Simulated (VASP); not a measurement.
BaZrO3:

```
Ba Zr O
1.0
     4.41562    0.00000    0.00000
     0.00000    4.20536    0.00000
     0.00000    0.00000    4.20536
Ba Zr O
1 1 3
Direct
  0.00000 0.00000 0.00000
  0.50000 0.50000 0.50000
  0.50000 0.50000 0.00000
  0.50000 0.00000 0.50000
  0.00000 0.50000 0.50000
```

This cell differs from its parent crystal: uniaxial x strain +5.0%.

Base run:

| Item | Value |
| --- | --- |
| Program | VASP 6.6.1 |
| Functional | r2SCAN |
| Potentials or basis | VASP PAW PBE potentials, release 64 (Ba_sv, Zr_sv, O) |
| Cutoff | 520 eV |
| k mesh | 6 × 6 × 6 |
| Occupations | gaussian, width 0.01 eV |
| Spin | no spin polarisation |

Its results: band gap on the k mesh 3.45 eV (least direct gap 3.77 eV); pressure -5.8 GPa.

Task: The run is repeated on the same cell with these changes: functional from r2SCAN to PBE; occupations from gaussian, width 0.01 eV to fermi-dirac, width 0.02 eV. What comes out?

Result: Band gap on the k mesh 2.95 eV (least direct gap 3.25 eV); pressure -3.3 GPa.

Caveats: spin-orbit coupling is left out, which moves the levels of the heavy elements; the stress differs along the axes, from -12 to -3 GPa (at least some runs); the PAW data sets were made with another functional, which shifts forces and pressure a little (at least some runs); the stress differs along the axes, from -9 to -0 GPa (at least some runs).

A k mesh can miss the band edges.
